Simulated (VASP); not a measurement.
# Be3Te2Se (R3m) in VASP: single point with PBE

Aim: the single point of Be3Te2Se with PBE.

All numbers are computed with VASP 6.6.1; they aren't measurements. Logs are shortened: lines on timing, memory, paths and dates and some standing lists are left out, and cuts for length are marked.

## 1. The cell of the first run

It takes space group R3m (No. 160, trigonal). The conventional cell has a = 5.099 Å, b = 5.099 Å, c = 18.444 Å, α = 90.00°, β = 90.00°, γ = 120.00°. Be (site symmetry m) has 1 Se at 2.21 Å and 4 Be at 2.38 to 2.72 Å and 3 Te at 2.59 to 2.69 Å within 2.9 Å. Within 3.5 Å of Te (site symmetry 3m) lie 6 Be at 2.69 Å and 3 Te at 3.19 Å. Te (site symmetry 3m) has 3 Be at 2.59 Å and 3 Te at 3.19 Å within 3.4 Å. Se (site symmetry 3m) has 3 Be at 2.21 Å within 2.9 Å.

The cell was built from a structure type or drawn by symmetry, and may not be a known phase.

## 2. Single point, PBE

The input, INCAR:

```
SYSTEM = Be3Te2Se
PREC = Accurate
ENCUT = 600
EDIFF = 1E-6
ISMEAR = 0
SIGMA = 0.15
LREAL = .FALSE.
LASPH = .TRUE.
NELM = 120
ALGO = Normal
ISIF = 2
LWAVE = .FALSE.
LCHARG = .FALSE.
GGA = PE
NBANDS = 21
GGA_COMPAT = .FALSE.
```

The input, KPOINTS:

```
regular mesh
0
G
  3 3 3
  0 0 0
```

The input, POSCAR:

```
Be3Te2Se
1.0
    2.5494839258      1.4719452290      6.1480038945
   -2.5494839258      1.4719452290      6.1480038945
    0.0000000000     -2.9438904635      6.1480038932
Be Te Se
3 2 1
Direct
    0.6825647970      0.2157672634      0.6825647970
    0.6825647970      0.6825647970      0.2157672634
    0.2157672634      0.6825647970      0.6825647970
    0.2392901474      0.2392901474      0.2392901474
   -0.0276778536     -0.0276778536     -0.0276778536
    0.7757734788      0.7757734788      0.7757734788
```

Potentials or basis: VASP PAW PBE potentials, release 64 (Be, Te, Se).

On the command line:

```bash
$ cat potpaw_PBE.64/Be/POTCAR potpaw_PBE.64/Te/POTCAR potpaw_PBE.64/Se/POTCAR > POTCAR
$ mpirun -np 1 vasp_std > vasp.out
```

OUTCAR:

```text
SYSTEM = Be3Te2Se
   PREC = Accurate
   ENCUT = 600
   EDIFF = 1E-6
   ISMEAR = 0
   LREAL = .FALSE.
   LASPH = .TRUE.
   NELM = 120
   ISIF = 2
   GGA = PE

 ion  position               nearest neighbor table
   1  0.683  0.216  0.683-   6 2.21   2 2.38   3 2.38   5 2.59   4 2.69   4 2.69
   2  0.683  0.683  0.216-   6 2.21   3 2.38   1 2.38   5 2.59   4 2.69   4 2.69
   3  0.216  0.683  0.683-   6 2.21   2 2.38   1 2.38   5 2.59   4 2.69   4 2.69
   4  0.239  0.239  0.239-   3 2.69   1 2.69   1 2.69   3 2.69   2 2.69   2 2.69   5 3.19   5 3.19
                             5 3.19
   5  0.972  0.972  0.972-   2 2.59   1 2.59   3 2.59   4 3.19   4 3.19   4 3.19
   6  0.776  0.776  0.776-   2 2.21   1 2.21   3 2.21

  LATTYP: Found a trigonal (rhomboedric) cell.
 ALAT       =     6.8164831792
 COS(alpha) =     0.7202218351

  Lattice vectors:

 A1 = (   2.5494839258,   1.4719452290,   6.1480038945)
 A2 = (  -2.5494839258,   1.4719452290,   6.1480038945)
 A3 = (   0.0000000000,  -2.9438904635,   6.1480038932)

Analysis of symmetry for initial positions (statically):
=====================================================================
 Subroutine PRICEL returns:
 Original cell was already a primitive cell.

 Routine SETGRP: Setting up the symmetry group for a
 trigonal (rhombohedral) supercell.

 Subroutine GETGRP returns: Found  6 space group operations
 (whereof  6 operations were pure point group operations)
 out of a pool of 12 trial point group operations.

The static configuration has the point symmetry C_3v.

Analysis of symmetry for dynamics (positions and initial velocities):
=====================================================================
 Subroutine PRICEL returns:
 Original cell was already a primitive cell.

 Routine SETGRP: Setting up the symmetry group for a
 trigonal (rhombohedral) supercell.

 Subroutine GETGRP returns: Found  6 space group operations
 (whereof  6 operations were pure point group operations)
 out of a pool of 12 trial point group operations.

The dynamic configuration has the point symmetry C_3v.

 Subroutine INISYM returns: Found  6 space group operations
 (whereof  6 operations are pure point group operations),
 and found     1 'primitive' translations

----------------------------------------------------------------------------------------

                                     Primitive cell

  volume of cell :     138.4297

  direct lattice vectors                    reciprocal lattice vectors
     2.549483926  1.471945229  6.148003895     0.196118122  0.113228851  0.054218140
    -2.549483926  1.471945229  6.148003895    -0.196118122  0.113228851  0.054218140
     0.000000000 -2.943890463  6.148003893     0.000000000 -0.226457701  0.054218140

  length of vectors
     6.816483179  6.816483179  6.816483179     0.232857676  0.232857676  0.232857676

  position of ions in fractional coordinates (direct lattice)
     0.682564797  0.215767263  0.682564797
     0.682564797  0.682564797  0.215767263
     0.215767263  0.682564797  0.682564797
     0.239290147  0.239290147  0.239290147
     0.972322146  0.972322146  0.972322146
     0.775773479  0.775773479  0.775773479

  ion indices of the primitive-cell ions
   primitive index   ion index
                 1           1
                 2           2
                 3           3
                 4           4
                 5           5
                 6           6

----------------------------------------------------------------------------------------

 KPOINTS: regular mesh

Automatic generation of k-mesh.
 Grid dimensions read from file:
 generate k-points for:    3    3    3

 Generating k-lattice:

  Cartesian coordinates                     Fractional coordinates (reciprocal lattice)
     0.065372707  0.037742950  0.018072713     0.333333333  0.000000000  0.000000000
    -0.065372707  0.037742950  0.018072713     0.000000000  0.333333333  0.000000000
     0.000000000 -0.075485900  0.018072713     0.000000000  0.000000000  0.333333333

  Length of vectors
     0.077619225  0.077619225  0.077619225

  Shift w.r.t. Gamma in fractional coordinates (k-lattice)
     0.000000000  0.000000000  0.000000000

 Subroutine IBZKPT returns following result:
 ===========================================

 Found      6 irreducible k-points:

 Following reciprocal coordinates:
            Coordinates               Weight
  0.000000  0.000000  0.000000      1.000000
  0.333333  0.000000  0.000000      6.000000
  0.333333  0.333333  0.000000      6.000000
 -0.333333  0.333333  0.000000      6.000000
  0.333333  0.333333  0.333333      2.000000
 -0.333333  0.333333  0.333333      6.000000
   k-points           NKPTS =      6   k-points in BZ     NKDIM =      6   number of bands    NBANDS=     21
   number of dos      NEDOS =    301   number of ions     NIONS =      6
   total plane-waves  NPLWV = 157464
   dimension x,y,z NGX =    54 NGY =   54 NGZ =   54
   dimension x,y,z NGXF=   108 NGYF=  108 NGZF=  108
   ions per type =               3   2   1
   NGX,Y,Z   is equivalent  to a cutoff of  13.17, 13.17, 13.17 a.u.
   NGXF,Y,Z  is equivalent  to a cutoff of  26.34, 26.34, 26.34 a.u.
 SYSTEM =  Be3Te2Se
   PREC   = accura    normal or accurate (medium, high low for compatibility)
   ISTART =      0    job   : 0-new  1-cont  2-samecut
   ICHARG =      2    charge: 1-file 2-atom 10-const
   ISPIN  =      1    spin polarized calculation?
   LNONCOLLINEAR =      F non collinear calculations
   LSORBIT =      F    spin-orbit coupling
   LASPH  =      T    aspherical Exc in radial PAW
   ENCUT  =  600.0 eV  44.10 Ry    6.64 a.u.  13.61 13.61 13.61*2*pi/ulx,y,z
   NELM   =    120;   NELMIN=  2; NELMDL= -5     # of ELM steps
   EDIFF  = 0.1E-05   stopping-criterion for ELM
   LREAL  =      F    real-space projection
   EDIFFG = 0.1E-04   stopping-criterion for IOM
   NSW    =      0    number of steps for IOM
   IBRION =     -1    ionic relax: 0-MD 1-quasi-New 2-CG
   NFREE  =      0    steps in history (QN), initial steepest desc. (CG)
   ISIF   =      2    stress and relaxation
   ISYM   =      2    0-nonsym 1-usesym 2-fastsym
   POTIM  = 0.5000    time-step for ionic-motion
   TEBEG  =    0.0;   TEEND  =   0.0 temperature during run
   PSTRESS=    0.0 pullay stress
   NELECT =      24.0000    total number of electrons
   NUPDOWN=      -1.0000    fix difference up-down
   EMIN   =  10.00;   EMAX   =-10.00  energy-range for DOS
   EFERMI =   0.00;   METHOD = LEGACY
   ISMEAR =     0;   SIGMA  =   0.15  broadening in eV -4-tet -1-fermi 0-gaus
   EFERMI_NEDOS =   21; number of points for ismear=-14 and -15
   IALGO  =     38    algorithm
   IMIX   =      4    mixing-type and parameters
     AMIX     =   0.40;   BMIX     =  1.00
     AMIX_MAG =   1.60;   BMIX_MAG =  1.00
  volume/ion in A,a.u.               =      23.07       155.69
  Fermi-wavevector in a.u.,A,eV,Ry     =   0.912856  1.725047 11.337810  0.833306
  Thomas-Fermi vector in A             =   2.037300
   LORBIT       =      0    0 simple, 1 ext, 2 COOP (PROOUT), +10 PAW based schemes
   GGA     = PE    functional components
   LHFCALC =     F    Hartree Fock is set to
   AEXX    =    0.0000 exact exchange contribution
   IVDW    =     0    specifies the selected vdW correction
   LEPSILON=     F    determine dielectric tensor
   LRPA    =     F    only Hartree local field effects (RPA)
 non-spin polarized calculation
 Gauss-broadening in eV      SIGMA  =   0.15
  energy-cutoff  :      600.00
  volume of cell :      138.43
 maximum number of plane-waves:      4633
 NGX is ok and might be reduce to    54
   NGX = 27   NGY = 27   NGZ = 27

 number of electron      24.0000000 magnetization

 Free energy of the ion-electron system (eV)
  ---------------------------------------------------
  ext. energy  EPLUGINS =         0.00000000
  ---------------------------------------------------
  free energy    TOTEN  =       -20.91545629 eV

  energy without entropy =      -20.89467086  energy(sigma->0) =      -20.90506358

 E-fermi :   3.5379     XC(G=0):  -8.5816

 val. band max:        3.5321274781   @ k =  -0.3333   0.3333   0.0000
 cond. band min:       4.6074923963   @ k =   0.3333   0.3333   0.0000
 fundamental gap:      1.0753649181
 Fermi energy:         3.5379101238

 k-point     1 :       0.0000    0.0000    0.0000
  band No.  band energies     occupation
      1      -9.6126      2.00000
      2      -8.2506      2.00000
      3      -5.7574      2.00000
      4      -1.0697      2.00000
      5      -0.8401      2.00000
      6      -0.8401      2.00000
[... 13 lines left out ...]
     20      10.1905      0.00000
     21      10.1905      0.00000

 k-point     2 :       0.3333    0.0000    0.0000
  band No.  band energies     occupation
      1      -9.2342      2.00000
      2      -8.1586      2.00000
      3      -6.6280      2.00000
      4      -1.7801      2.00000
      5      -1.3171      2.00000
      6      -0.5280      2.00000
[... 13 lines left out ...]
     20       9.8823      0.00000
     21      10.3062      0.00000

 k-point     3 :       0.3333    0.3333    0.0000
  band No.  band energies     occupation
      1      -9.2014      2.00000
      2      -8.1888      2.00000
      3      -6.6699      2.00000
      4      -1.7272      2.00000
      5      -1.4088      2.00000
      6      -0.5922      2.00000
[... 13 lines left out ...]
     20       9.6753      0.00000
     21       9.8390      0.00000

 k-point     4 :      -0.3333    0.3333    0.0000
  band No.  band energies     occupation
      1      -8.9903      2.00000
      2      -7.9309      2.00000
      3      -7.2797      2.00000
      4      -2.5225      2.00000
      5      -1.2917      2.00000
      6      -0.1515      2.00000
[... 13 lines left out ...]
     20      10.1568      0.00000
     21      10.3277      0.00000

 k-point     5 :       0.3333    0.3333    0.3333
  band No.  band energies     occupation
      1      -9.4921      2.00000
      2      -8.4550      2.00000
      3      -5.7594      2.00000
      4      -0.8764      2.00000
      5      -0.8764      2.00000
      6      -0.5319      2.00000
[... 13 lines left out ...]
     20      11.0784      0.00000
     21      11.2081      0.00000

 k-point     6 :      -0.3333    0.3333    0.3333
  band No.  band energies     occupation
      1      -9.1429      2.00000
      2      -8.2660      2.00000
      3      -6.7027      2.00000
      4      -1.6188      2.00000
      5      -1.3826      2.00000
      6      -0.2870      2.00000
[... 13 lines left out ...]
     20      10.0238      0.00000
     21      10.1979      0.00000

------------------------ aborting loop because EDIFF is reached ----------------------------------------

  FORCE on cell =-STRESS in cart. coord.  units (eV):
  Direction    XX          YY          ZZ          XY          YZ          ZX
  --------------------------------------------------------------------------------------
  -------------------------------------------------------------------------------------
  Total        0.0421153      0.0421153      0.1410941     -0.0000000     -0.0000000      0.0000000
  in kB        0.4874403      0.4874403      1.6330150     -0.0000000     -0.0000000      0.0000000
  external PRESSURE =       0.8692985 kB  Pullay stress =       0.0000000 kB

 VOLUME and BASIS-vectors are now :
 -----------------------------------------------------------------------------
  energy-cutoff  :      600.00
  volume of cell :      138.43
      direct lattice vectors                 reciprocal lattice vectors
     2.549483926  1.471945229  6.148003895     0.196118122  0.113228851  0.054218140
    -2.549483926  1.471945229  6.148003895    -0.196118122  0.113228851  0.054218140
     0.000000000 -2.943890463  6.148003893     0.000000000 -0.226457701  0.054218140

 POSITION                                       TOTAL-FORCE (eV/Angst)
 -----------------------------------------------------------------------------------
      1.19009     -0.68710      9.71936        -0.012439      0.007182      0.005673
      0.00000      1.37420      9.71936         0.000000     -0.014363      0.005673
     -1.19009     -0.68710      9.71936         0.012439      0.007182      0.005673
      0.00000     -0.00000      4.41347         0.000000     -0.000000      0.002232
      0.00000     -0.00000     17.93352         0.000000     -0.000000      0.014024
      0.00000     -0.00000     14.30838         0.000000      0.000000     -0.033273
 -----------------------------------------------------------------------------------
    total drift:                               -0.000000     -0.000000      0.000064

  FREE ENERGIE OF THE ION-ELECTRON SYSTEM (eV)
  ---------------------------------------------------
  free  energy   TOTEN  =       -20.9154562909 eV

  energy  without entropy=      -20.8946708640  energy(sigma->0) =      -20.90506358
```

Run time: 32 s. Hardware: 1 thread of Intel Xeon 6975P-C (Granite Rapids), shared host; peak memory 0.38 GiB.

What came out:

```yaml
Free_energy: -20.9155 eV
Pressure: 0.1 GPa
Largest_force: 0.033 eV/Å
Band_gap_on_the_k_mesh: zero (bands 12 and 13 overlap by 0.58 eV)
```

Forces in eV/Å, atoms in the order of the input:
```
Be  -0.012  0.007  0.006
Be   0.000 -0.014  0.006
Be   0.012  0.007  0.006
Te   0.000  0.000  0.002
Te   0.000  0.000  0.014
Se   0.000  0.000 -0.033
```

Caveat: the k points lie up to 0.49 Å⁻¹ apart, too coarse for converged energies and pressures of a metal; semilocal functionals underestimate gaps, so a narrow gap can read as zero; spin-orbit coupling is left out, which moves the levels of the heavy elements.
